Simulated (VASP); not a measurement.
Set up this calculation in VASP 6.6.1, as the native input.

| Property | Result |
| --- | --- |
| Task | single point |
| Functional | PBE |
| Potentials or basis | VASP PAW PBE potentials, release 64 (Mg, O) |
| Cutoff | 520 eV |
| k mesh | 10 × 10 × 10 |
| Occupations | gaussian, width 0.05 eV |
| Spin | no spin polarisation |
| Dipole correction | no |
| Further INCAR settings | ALGO = Normal; EDIFF = 1e-07; NBANDS = 11 |

The structure of MgO lies in POSCAR:

```
MgO
1.0
    0.0000000000      2.1351500000      2.1351500000
    2.1351500000      0.0000000000      2.1351500000
    2.1351500000      2.1351500000      0.0000000000
Mg O
1 1
Direct
    0.0000000000      0.0000000000      0.0000000000
    0.5468351170      0.4531648830      0.4531648830
```

This cell differs from its parent crystal: atom 2 (O) moved by (-0.200, +0.000) A along x and z.

The input as run:

INCAR

```
PREC = Accurate
ENCUT = 520
EDIFF = 1E-7
ISMEAR = 0
SIGMA = 0.05
LREAL = False
LASPH = True
NELM = 100
ALGO = Normal
ISIF = 2
LWAVE = False
LCHARG = False
GGA = PE
NBANDS = 11
```

KPOINTS

```
Automatic mesh
0
Gamma
  10 10 10
```

Potentials or basis: VASP PAW PBE potentials, release 64 (Mg, O).

Launch:

```sh
$ cat potpaw_PBE.64/Mg/POTCAR potpaw_PBE.64/O/POTCAR > POTCAR
$ mpirun -np 1 vasp_std > vasp.out
```

It gave:

The pressure is 1.2 GPa, the largest force is 1.188 eV/Å and the band gap on the k mesh is 4.33 eV, direct.

Caveat: the cell differs from its parent crystal (atom 2 (O) moved by (-0.200, +0.000) A along x and z); forces of over 1 eV/Å act on the atoms, so gaps and moduli don't describe the material at rest.

Wall time 30 s on 1 thread of Intel Xeon 8259CL, with other jobs on the host, peak memory 0.15 GiB.
